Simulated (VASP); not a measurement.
# GaSb (F-43m) in VASP: settings compared

The runs below take GaSb through single point, relaxation of cell and atoms, with r2SCAN+rVV10, PBEsol+D4, SVWN5, PBEsol.

Everything below comes from runs of VASP 6.6.1. Logs are shortened: lines on timing, memory, paths and dates and some standing lists are left out, and cuts for length are marked.

### 1 The cell of the first run

It takes space group F-43m (No. 216, cubic). Conventional cell: a = 6.238 Å, b = 6.238 Å, c = 6.238 Å, α = 90.00°, β = 90.00°, γ = 90.00°. Sb (site symmetry -43m) has 4 Ga at 2.70 Å within 3.6 Å. Within 3.6 Å of Ga (site symmetry -43m) lie 4 Sb at 2.70 Å.

### 2 Single point, r2SCAN+rVV10

Input file POSCAR:

```
GaSb
1.0
    0.0000000000      3.1189956238      3.1189956238
    3.1189956238      0.0000000000      3.1189956238
    3.1189956238      3.1189956238      0.0000000000
Sb Ga
1 1
Direct
    0.7500000000      0.7500000000      0.7500000000
    0.0000000000      0.0000000000      0.0000000000
```

Input file INCAR.step1:

```
SYSTEM = GaSb
ALGO     = Normal         ! electronic algorithm
EDIFF    = 1E-4           ! SCF threshold, eV
ENCUT    = 520            ! plane-wave cutoff, eV
GGA      = PE             ! functional
ISMEAR   = -1             ! smearing method
LASPH    = .True.         ! aspherical terms in the spheres
LCHARG   = .False.        ! write CHGCAR
LREAL    = .False.        ! projectors in reciprocal space
LWAVE    = .True.         ! write WAVECAR
NBANDS   = 16             ! bands
NELM     = 60             ! most SCF steps
PREC     = Accurate       ! precision mode
SIGMA    = 0.05           ! smearing width, eV
```

Input file INCAR.step2:

```
SYSTEM = GaSb
ALGO     = Normal         ! electronic algorithm
BPARAM   = 11.95        
CPARAM   = 0.0093       
EDIFF    = 1E-7           ! SCF threshold, eV
ENCUT    = 520            ! plane-wave cutoff, eV
ISIF     = 2              ! what is computed and relaxed
ISMEAR   = -1             ! smearing method
ISTART   = 1            
IVDW_NL  = 2            
LASPH    = .True.         ! aspherical terms in the spheres
LCHARG   = .False.        ! write CHGCAR
LMIXTAU  = .True.       
LREAL    = .False.        ! projectors in reciprocal space
LUSE_VDW = .True.       
LWAVE    = .False.        ! write WAVECAR
METAGGA  = R2SCAN         ! meta-GGA
NBANDS   = 16             ! bands
NELM     = 60             ! most SCF steps
PREC     = Accurate       ! precision mode
SIGMA    = 0.05           ! smearing width, eV
```

Input file KPOINTS:

```
k-points
0
Gamma
  8 8 8
  0 0 0
```

Potentials or basis: VASP PAW PBE potentials, release 64 (Sb, Ga_d).

Started as:

```bash
> cat potpaw_PBE.64/Sb/POTCAR potpaw_PBE.64/Ga_d/POTCAR > POTCAR
> cp INCAR.step1 INCAR
> mpirun -np 1 vasp_std > vasp.out
> cp INCAR.step2 INCAR
> mpirun -np 1 vasp_std > vasp.out
```

OUTCAR:

```text
SYSTEM = GaSb
   BPARAM = 11.95
   EDIFF = 1E-7
   ENCUT = 520
   ISIF = 2
   ISMEAR = -1
   ISTART = 1
   IVDW_NL = 2
   LASPH = .True.
   LREAL = .False.
   METAGGA = R2SCAN
   NELM = 60
   PREC = Accurate

 ion  position               nearest neighbor table
   1  0.750  0.750  0.750-   2 2.70   2 2.70   2 2.70   2 2.70
   2  0.000  0.000  0.000-   1 2.70   1 2.70   1 2.70   1 2.70

  LATTYP: Found a face centered cubic cell.
 ALAT       =     6.2379912476

  Lattice vectors:

 A1 = (   0.0000000000,   3.1189956238,   3.1189956238)
 A2 = (   3.1189956238,   0.0000000000,   3.1189956238)
 A3 = (   3.1189956238,   3.1189956238,   0.0000000000)

Analysis of symmetry for initial positions (statically):
=====================================================================
 Subroutine PRICEL returns:
 Original cell was already a primitive cell.

 Routine SETGRP: Setting up the symmetry group for a
 face centered cubic supercell.

 Subroutine GETGRP returns: Found 24 space group operations
 (whereof 24 operations were pure point group operations)
 out of a pool of 48 trial point group operations.

The static configuration has the point symmetry T_d .

Analysis of symmetry for dynamics (positions and initial velocities):
=====================================================================
 Subroutine PRICEL returns:
 Original cell was already a primitive cell.

 Routine SETGRP: Setting up the symmetry group for a
 face centered cubic supercell.

 Subroutine GETGRP returns: Found 24 space group operations
 (whereof 24 operations were pure point group operations)
 out of a pool of 48 trial point group operations.

The dynamic configuration has the point symmetry T_d .

 Subroutine INISYM returns: Found 24 space group operations
 (whereof 24 operations are pure point group operations),
 and found     1 'primitive' translations

----------------------------------------------------------------------------------------

                                     Primitive cell

  volume of cell :      60.6840

  direct lattice vectors                    reciprocal lattice vectors
     0.000000000  3.118995624  3.118995624    -0.160308016  0.160308016  0.160308016
     3.118995624  0.000000000  3.118995624     0.160308016 -0.160308016  0.160308016
     3.118995624  3.118995624  0.000000000     0.160308016  0.160308016 -0.160308016

  length of vectors
     4.410925912  4.410925912  4.410925912     0.277661628  0.277661628  0.277661628

[... 74 lines left out ...]
   ISPIN  =      1    spin polarized calculation?
   LNONCOLLINEAR =      F non collinear calculations
   LSORBIT =      F    spin-orbit coupling
   LASPH  =      T    aspherical Exc in radial PAW
   ENCUT  =  520.0 eV  38.22 Ry    6.18 a.u.   8.20  8.20  8.20*2*pi/ulx,y,z
   NELM   =     60;   NELMIN=  2; NELMDL=  0     # of ELM steps
   EDIFF  = 0.1E-06   stopping-criterion for ELM
   LREAL  =      F    real-space projection
   EDIFFG = 0.1E-05   stopping-criterion for IOM
   NSW    =      0    number of steps for IOM
   IBRION =     -1    ionic relax: 0-MD 1-quasi-New 2-CG
   NFREE  =      0    steps in history (QN), initial steepest desc. (CG)
   ISIF   =      2    stress and relaxation
   ISYM   =      2    0-nonsym 1-usesym 2-fastsym
   POTIM  = 0.5000    time-step for ionic-motion
   TEBEG  =    0.0;   TEEND  =   0.0 temperature during run
   PSTRESS=    0.0 pullay stress
   NELECT =      18.0000    total number of electrons
   NUPDOWN=      -1.0000    fix difference up-down
   EMIN   =  10.00;   EMAX   =-10.00  energy-range for DOS
   EFERMI =   0.00;   METHOD = LEGACY
   ISMEAR =    -1;   SIGMA  =   0.05  broadening in eV -4-tet -1-fermi 0-gaus
   EFERMI_NEDOS =   21; number of points for ismear=-14 and -15
   IALGO  =     38    algorithm
   IMIX   =      4    mixing-type and parameters
     AMIX     =   0.40;   BMIX     =  1.00
     AMIX_MAG =   1.60;   BMIX_MAG =  1.00
  volume/ion in A,a.u.               =      30.34       204.76
  Fermi-wavevector in a.u.,A,eV,Ry     =   1.091794  2.063192 16.218352  1.192015
  Thomas-Fermi vector in A             =   2.228047
   LORBIT       =      0    0 simple, 1 ext, 2 COOP (PROOUT), +10 PAW based schemes
   METAGGA = R2SCAN    functional components
   LHFCALC =     F    Hartree Fock is set to
   AEXX    =    0.0000 exact exchange contribution
   IVDW_NL    =     2    kernel type
   BPARAM     =11.9500
   IVDW    =     0    specifies the selected vdW correction
   LEPSILON=     F    determine dielectric tensor
   LRPA    =     F    only Hartree local field effects (RPA)
 non-spin polarized calculation
  energy-cutoff  :      520.00
  volume of cell :       60.68
 maximum number of plane-waves:      1660
 NGX is ok and might be reduce to    36
   NGX = 17   NGY = 17   NGZ = 17

 number of electron      17.9999992 magnetization

 Free energy of the ion-electron system (eV)
  ---------------------------------------------------
  ext. energy  EPLUGINS =         0.00000000
  ---------------------------------------------------
  free energy    TOTEN  =       -36.94379100 eV

  energy without entropy =      -36.94329429  energy(sigma->0) =      -36.94354264

 E-fermi :   4.1541     XC(G=0):  -9.5171

 val. band max:        4.1068789340   @ k =   0.0000   0.0000   0.0000
 cond. band min:       4.6190083398   @ k =   0.5000   0.0000   0.0000
 fundamental gap:      0.5121294058
 Fermi energy:         4.1541216676

 k-point     1 :       0.0000    0.0000    0.0000
  band No.  band energies     occupation
      1     -11.2902      2.00000
      2     -11.2902      2.00000
      3     -11.2902      2.00000
      4     -11.2419      2.00000
      5     -11.2419      2.00000
      6      -7.4417      2.00000
[... 433 lines left out ...]
      3     -11.2752      2.00000
      4     -11.2444      2.00000
      5     -11.2415      2.00000
      6      -5.5184      2.00000
[... 8 lines left out ...]
     15      14.1414      0.00000
     16      14.5847      0.00000

 [... further k-points ...]
[... 5 lines left out ...]
  --------------------------------------------------------------------------------------
  -------------------------------------------------------------------------------------
  Total       -1.0989862     -1.0989862     -1.0989862      0.0000000      0.0000000     -0.0000000
  in kB      -29.0153967    -29.0153967    -29.0153967      0.0000000      0.0000000     -0.0000000
  external PRESSURE =     -29.0153967 kB  Pullay stress =       0.0000000 kB

 VOLUME and BASIS-vectors are now :
 -----------------------------------------------------------------------------
  energy-cutoff  :      520.00
  volume of cell :       60.68
      direct lattice vectors                 reciprocal lattice vectors
     0.000000000  3.118995624  3.118995624    -0.160308016  0.160308016  0.160308016
     3.118995624  0.000000000  3.118995624     0.160308016 -0.160308016  0.160308016
     3.118995624  3.118995624  0.000000000     0.160308016  0.160308016 -0.160308016

 POSITION                                       TOTAL-FORCE (eV/Angst)
 -----------------------------------------------------------------------------------
      4.67849      4.67849      4.67849        -0.000000     -0.000000     -0.000000
      0.00000      0.00000      0.00000         0.000000      0.000000      0.000000
 -----------------------------------------------------------------------------------
    total drift:                               -0.000007     -0.000007     -0.000007

  FREE ENERGIE OF THE ION-ELECTRON SYSTEM (eV)
  ---------------------------------------------------
  free  energy   TOTEN  =       -36.9437909969 eV

  energy  without entropy=      -36.9432942894  energy(sigma->0) =      -36.94354264
```

OUTCAR.step1:

```text
SYSTEM = GaSb
   EDIFF = 1E-4
   ENCUT = 520
   GGA = PE
   ISMEAR = -1
   LASPH = .True.
   LREAL = .False.
[... 676 lines left out ...]
      4.67849      4.67849      4.67849         0.000000      0.000000      0.000000
      0.00000      0.00000      0.00000        -0.000000     -0.000000     -0.000000
 -----------------------------------------------------------------------------------
    total drift:                               -0.000001     -0.000001     -0.000001

  FREE ENERGIE OF THE ION-ELECTRON SYSTEM (eV)
  ---------------------------------------------------
  free  energy   TOTEN  =        -7.3659858350 eV

  energy  without entropy=       -7.3654534822  energy(sigma->0) =       -7.36571966
```

OSZICAR.step1:

```text
N       E                     dE             d eps       ncg     rms          rms(c)
DAV:   1     0.836888212272E+02    0.83689E+02   -0.85849E+03   928   0.136E+03
DAV:   2    -0.701201312741E+00   -0.84390E+02   -0.81322E+02  1104   0.302E+02
DAV:   3    -0.729076797987E+01   -0.65896E+01   -0.65757E+01  1112   0.658E+01
DAV:   4    -0.740984456221E+01   -0.11908E+00   -0.11906E+00  1184   0.997E+00
DAV:   5    -0.741261030846E+01   -0.27657E-02   -0.27657E-02  1192   0.134E+00    0.296E+00
DAV:   6    -0.737467077229E+01    0.37940E-01   -0.61581E-02  1328   0.374E+00    0.176E+00
DAV:   7    -0.736446071973E+01    0.10210E-01   -0.33603E-02  1032   0.146E+00    0.342E-01
DAV:   8    -0.736544501733E+01   -0.98430E-03   -0.42559E-03  1256   0.725E-01    0.713E-02
DAV:   9    -0.736592832104E+01   -0.48330E-03   -0.62733E-04  1072   0.198E-01    0.298E-02
DAV:  10    -0.736598583500E+01   -0.57514E-04   -0.57500E-05   976   0.433E-02
   1 F= -.73659858E+01 E0= -.73657197E+01  d E =-.532353E-03
```

It took 3.1 min on 1 thread of AMD EPYC 7R43 (Zen 3), shared host; peak memory 0.36 GiB.

Results:

| Property | Result |
| --- | --- |
| Free energy | -36.9438 eV |
| Pressure | -2.9 GPa |

Caveat: the PAW data sets were made with another functional, which shifts forces and pressure a little; spin-orbit coupling is left out, which moves the levels of the heavy elements.

### 3 Relaxation of cell and atoms, PBEsol+D4

This run uses another cell than the first one, of 28.62 Å³/atom, 0.943 times its volume.

Input file INCAR:

```
ALGO = Normal ; EDIFF = 1E-6
EDIFFG = -0.01 ; ENCUT = 600
GGA = PS ; IBRION = 2
ISIF = 3 ; ISMEAR = -1
IVDW = 13 ; LASPH = True
LCHARG = False ; LREAL = False
LWAVE = False ; NELM = 60
NSW = 60 ; PREC = Accurate
SIGMA = 0.05
```

Input file KPOINTS:

```
k-points
0
Gamma
  8 8 8
```

Input file POSCAR:

```
GaSb
1.0
    0.0000000000      3.0590000000      3.0590000000
    3.0590000000      0.0000000000      3.0590000000
    3.0590000000      3.0590000000      0.0000000000
Sb Ga
1 1
Direct
    0.7500000000      0.7500000000      0.7500000000
    0.0000000000      0.0000000000      0.0000000000
```

Potentials or basis: VASP PAW PBE potentials, release 64 (Sb, Ga_d).

Started as:

```bash
> cat potpaw_PBE.64/Sb/POTCAR potpaw_PBE.64/Ga_d/POTCAR > POTCAR
> mpirun -np 1 vasp_std > vasp.out
```

OUTCAR:

```text
EDIFF = 1E-6
   EDIFFG = -0.01
   ENCUT = 600
   GGA = PS
   IBRION = 2
   ISIF = 3
   ISMEAR = -1
   IVDW = 13
   LASPH = True
   LREAL = False
   NELM = 60
   NSW = 60
   PREC = Accurate

 ion  position               nearest neighbor table
   1  0.750  0.750  0.750-   2 2.65   2 2.65   2 2.65   2 2.65
   2  0.000  0.000  0.000-   1 2.65   1 2.65   1 2.65   1 2.65

  LATTYP: Found a face centered cubic cell.
 ALAT       =     6.1180000000

  Lattice vectors:

 A1 = (   0.0000000000,   3.0590000000,   3.0590000000)
 A2 = (   3.0590000000,   0.0000000000,   3.0590000000)
 A3 = (   3.0590000000,   3.0590000000,   0.0000000000)

Analysis of symmetry for initial positions (statically):
=====================================================================
 Subroutine PRICEL returns:
 Original cell was already a primitive cell.

 Routine SETGRP: Setting up the symmetry group for a
 face centered cubic supercell.

 Subroutine GETGRP returns: Found 24 space group operations
 (whereof 24 operations were pure point group operations)
 out of a pool of 48 trial point group operations.

The static configuration has the point symmetry T_d .

Analysis of symmetry for dynamics (positions and initial velocities):
=====================================================================
 Subroutine PRICEL returns:
 Original cell was already a primitive cell.

 Routine SETGRP: Setting up the symmetry group for a
 face centered cubic supercell.

 Subroutine GETGRP returns: Found 24 space group operations
[... 152 lines left out ...]

------------------------ aborting loop because EDIFF is reached ----------------------------------------

  DFT-D4 for vdW energy calculation

  Edisp (eV):   -0.49059
[... 71 lines left out ...]
--------------------------------------- Ionic step        3  -------------------------------------------

 number of electron      18.0000005 magnetization

 Free energy of the ion-electron system (eV)
  ---------------------------------------------------
  ext. energy  EPLUGINS =         0.00000000
  ---------------------------------------------------
  free energy    TOTEN  =        -8.14216428 eV

  energy without entropy =       -8.14185607  energy(sigma->0) =       -8.14201017

 E-fermi :   5.1325     XC(G=0):  -9.3830

 val. band max:        5.0102840364   @ k =   0.0000   0.0000   0.0000
 cond. band min:       5.1928497039   @ k =   0.0000   0.0000   0.0000
 fundamental gap:      0.1825656675
 Fermi energy:         5.1325268618

 k-point     1 :       0.0000    0.0000    0.0000
  band No.  band energies     occupation
      1     -10.0458      2.00000
      2     -10.0458      2.00000
      3     -10.0458      2.00000
      4      -9.9912      2.00000
      5      -9.9912      2.00000
      6      -6.6841      2.00000
      7       5.0103      1.84037
      8       5.0103      1.84037
      9       5.0103      1.84037
     10       5.1928      0.46066
     11       7.7587      0.00000
     12       7.7587      0.00000
     13       7.7587      0.00000
[... 354 lines left out ...]
  band No.  band energies     occupation
      1     -10.0830      2.00000
      2     -10.0305      2.00000
      3     -10.0271      2.00000
      4      -9.9947      2.00000
      5      -9.9911      2.00000
      6      -4.6133      2.00000
      7      -1.4747      2.00000
      8       1.7813      2.00000
      9       3.0265      2.00000
     10       7.3378      0.00000
     11       8.3614      0.00000
     12      10.4418      0.00000
     13      11.4745      0.00000

 [... further k-points ...]

------------------------ aborting loop because EDIFF is reached ----------------------------------------

  DFT-D4 for vdW energy calculation

  Edisp (eV):   -0.50301
[... 25 lines left out ...]
  FREE ENERGIE OF THE ION-ELECTRON SYSTEM (eV)
  ---------------------------------------------------
  free  energy   TOTEN  =        -8.6451726771 eV

  energy  without entropy=       -8.6448644687  energy(sigma->0) =       -8.64501857

 reached required accuracy - stopping structural energy minimisation
```

CONTCAR:

```text
GaSb
   1.00000000000000
     0.0000000000000000    3.0317426067461470    3.0317426067461470
     3.0317426067461470    0.0000000000000000    3.0317426067461470
     3.0317426067461470    3.0317426067461470    0.0000000000000000
  Sb              Ga
     1     1
Direct
     0.7500000000000000    0.7500000000000000    0.7500000000000000
     0.0000000000000000    0.0000000000000000    0.0000000000000000

  0.00000000E+00  0.00000000E+00  0.00000000E+00
  0.00000000E+00  0.00000000E+00  0.00000000E+00
```

Wall time 62 s (1 thread of AMD EPYC 7R43 (Zen 3), shared host); peak memory 0.19 GiB.

What came out:

| Item | Value |
| --- | --- |
| Free energy | -8.6452 eV |
| Relaxed volume | 27.87 Å³/atom |
| Relaxed cell | a = 4.288 Å, b = 4.288 Å, c = 4.288 Å, α = 60.00°, β = 60.00°, γ = 60.00° |
| Space group after relaxing (to 0.05 Å) | F-43m (No. 216) |
| Energy gained by relaxing | 3.3 meV/atom |
| Ionic steps | 3 |
| Pressure after relaxing | 0.0 GPa |
| Band gap on the k mesh | 0.18 eV, direct |
| Dispersion energy per atom | -0.252 eV |

The path:
| step | energy change (eV) | largest force (eV/Å) | pressure (GPa) | volume (Å³) |
| --- | --- | --- | --- | --- |
| 1 | 0.0000 | 0.0000 | -1.37 | 57.25 |
| 2 | -0.0059 | 0.0000 | 0.46 | 55.25 |
| 3 | -0.0066 | 0.0000 | 0.01 | 55.73 |

Final structure:
```
CELL_PARAMETERS angstrom
0.00000 3.03174 3.03174
3.03174 0.00000 3.03174
3.03174 3.03174 0.00000
ATOMIC_POSITIONS crystal
Sb 0.75000 0.75000 0.75000
Ga 0.00000 0.00000 0.00000
```

Caveat: the PAW data sets were made with another functional, which shifts forces and pressure a little; spin-orbit coupling is left out, which moves the levels of the heavy elements.

### 4 Relaxation of cell and atoms, SVWN5

This run uses another cell than the first one, of 28.62 Å³/atom, 0.943 times its volume.

Input file INCAR:

```
ALGO = Normal ; EDIFF = 1E-7
EDIFFG = -0.01 ; ENCUT = 600
GGA = VW ; IBRION = 2
ISIF = 3 ; ISMEAR = -1
LASPH = True ; LCHARG = False
LREAL = False ; LWAVE = False
NELM = 80 ; NSW = 60
PREC = Accurate ; SIGMA = 0.05
```

KPOINTS is that of step 3.

POSCAR is that of step 3.

Started as:

```bash
> cat potpaw_PBE.64/Sb/POTCAR potpaw_PBE.64/Ga_d/POTCAR > POTCAR
> mpirun -np 1 vasp_std > vasp.out
```

Run time: 61 s. Hardware: 1 thread of AMD EPYC 7R43 (Zen 3), shared host; peak memory 0.16 GiB.

Results (log left out):

* Free energy: -8.6075 eV
* Relaxed volume: 27.71 Å³/atom
* Relaxed cell: a = 4.279 Å, b = 4.279 Å, c = 4.279 Å, α = 60.00°, β = 60.00°, γ = 60.00°
* Space group after relaxing (to 0.05 Å): F-43m (No. 216)
* Energy gained by relaxing: 4.9 meV/atom
* Ionic steps: 3
* Pressure after relaxing: 0.0 GPa

The path:
```csv
step,energy change (eV),largest force (eV/Å),pressure (GPa),volume (Å³)
1,0.0000,0.0000,-1.68,57.25
2,-0.0087,0.0000,0.62,54.80
3,-0.0098,0.0000,-0.01,55.42
```

Final structure:
```
Sb Ga
1.0
     0.00000    3.02598    3.02598
     3.02598    0.00000    3.02598
     3.02598    3.02598    0.00000
Sb Ga
1 1
Direct
  0.75000 0.75000 0.75000
  0.00000 0.00000 0.00000
```

Levels at points of the mesh, in eV from the Fermi level:
```csv
k point,band 5,band 6,band 7,band 8,band 9,band 10,band 11,band 12,band 13
"(0.00, 0.00, 0.00)",-15.15,-11.85,-0.08,-0.08,-0.08,-0.01,2.67,2.67,2.67
"(0.50, 0.00, 0.00)",-15.15,-10.14,-6.66,-1.29,-1.29,0.27,3.66,3.66,6.23
"(0.50, 0.50, 0.00)",-15.14,-9.27,-7.10,-2.77,-2.77,0.72,1.03,8.75,8.75
```

Caveat: the PAW data sets were made with another functional, which shifts forces and pressure a little; spin-orbit coupling is left out, which moves the levels of the heavy elements.

[end of part 1 of 2]
